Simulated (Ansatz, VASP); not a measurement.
**Two plane-wave programs on Al2O3**

File POSCAR:

```
Al2O3
1.0
    4.6289547859      0.0000000000      0.0000000000
    0.0000000000      9.6087998337      0.0000000000
    0.0000000000      0.0000000000      2.9954281795
Al O
4 6
Direct
    0.4149577058      0.3307998776      0.5000000000
    0.5850422942      0.6692001224      0.5000000000
    0.9149577058      0.1692001224      0.0000000000
    0.0850422942      0.8307998776      0.0000000000
    0.7326464930      0.2226010495      0.5000000000
    0.0000000000      0.0000000000      0.0000000000
    0.7673535070      0.7226010495      0.0000000000
    0.2326464930      0.2773989505      0.0000000000
    0.2673535070      0.7773989505      0.5000000000
    0.5000000000      0.5000000000      0.5000000000
```

File INCAR.step1:

```
SYSTEM = Al2O3
  PREC = Accurate
  ENCUT = 520
  ISMEAR = 0
  SIGMA = 0.05
  LREAL = .FALSE.
  LASPH = .TRUE.
  NELM = 60
  NBANDS = 35
  GGA = PE
  ALGO = Normal
  EDIFF = 1E-4
  LWAVE = .TRUE.
  LCHARG = .FALSE.
```

INCAR.step2

```
SYSTEM = Al2O3
  PREC = Accurate
  ENCUT = 520
  EDIFF = 1E-6
  ISMEAR = 0
  SIGMA = 0.05
  LREAL = .FALSE.
  LASPH = .TRUE.
  NELM = 60
  ALGO = Normal
  ISIF = 2
  LWAVE = .FALSE.
  LCHARG = .FALSE.
  METAGGA = R2SCAN
  LMIXTAU = .TRUE.
  NBANDS = 35
  ISTART = 1
```

KPOINTS

```
regular mesh
0
G
  6 4 8
  0 0 0
```

Input for Ansatz:

```yaml
crystal:
  lattice:
    - [4.6289547859, 0.0, 0.0]
    - [0.0, 9.6087998337, 0.0]
    - [0.0, 0.0, 2.9954281795]
  atoms:
    - { symbol: Al, position: [0.4149577058, 0.3307998776, 0.5] }
    - { symbol: Al, position: [0.5850422942, 0.6692001224, 0.5] }
    - { symbol: Al, position: [0.9149577058, 0.1692001224, 0.0] }
    - { symbol: Al, position: [0.0850422942, 0.8307998776, 0.0] }
    - { symbol: O, position: [0.732646493, 0.2226010495, 0.5] }
    - { symbol: O, position: [0.0, 0.0, 0.0] }
    - { symbol: O, position: [0.767353507, 0.7226010495, 0.0] }
    - { symbol: O, position: [0.232646493, 0.2773989505, 0.0] }
    - { symbol: O, position: [0.267353507, 0.7773989505, 0.5] }
    - { symbol: O, position: [0.5, 0.5, 0.5] }
basis:
  ecutwfc: 500
kpoints:
  mp_grid: { grid: [6, 4, 8] }
hamiltonian:
  xc: r2scan
scf:
  occupations: { method: gaussian, width: 0.05 }
output:
  forces: true
  stress: true
  eigenvalues: true
  write_density: true
  write_potential: true
  elf: true
  volumetric_format: npy
```

Alike in both runs: task single point; functional r2SCAN; k mesh 6 × 4 × 8; occupations gaussian, width 0.05 eV; no spin polarisation.

|  | VASP | Ansatz |
| --- | --- | --- |
| version | VASP 6.6.1 | Ansatz 0.2.0 |
| potentials or method | VASP PAW PBE potentials, release 64 (Al, O), cutoff 520 eV | scalar-relativistic, plane waves, PAW |
| valence electrons in the cell | 48 | 48 |

Ansatz gave:

```
gap on the k mesh at the Fermi level (eV)                     : 4.12
least direct gap on the mesh (eV)                             : 4.12
pressure (GPa)                                                : 0.0
traceless stress, the component that is largest in VASP (GPa) : 0.02
rms of the force components (eV/Å)                            : 0.002
```

Task: What did VASP give for the same quantities?

Result: gap on the k mesh at the Fermi level (eV): 4.12; least direct gap on the mesh (eV): 4.12; pressure (GPa): -0.1; traceless stress, the component that is largest in VASP (GPa): 0.33; rms of the force components (eV/Å): 0.022.

VASP's potentials were made for PBE, not for r2SCAN. Atom by atom the forces differ by 0.021 eV/Å (rms over components).
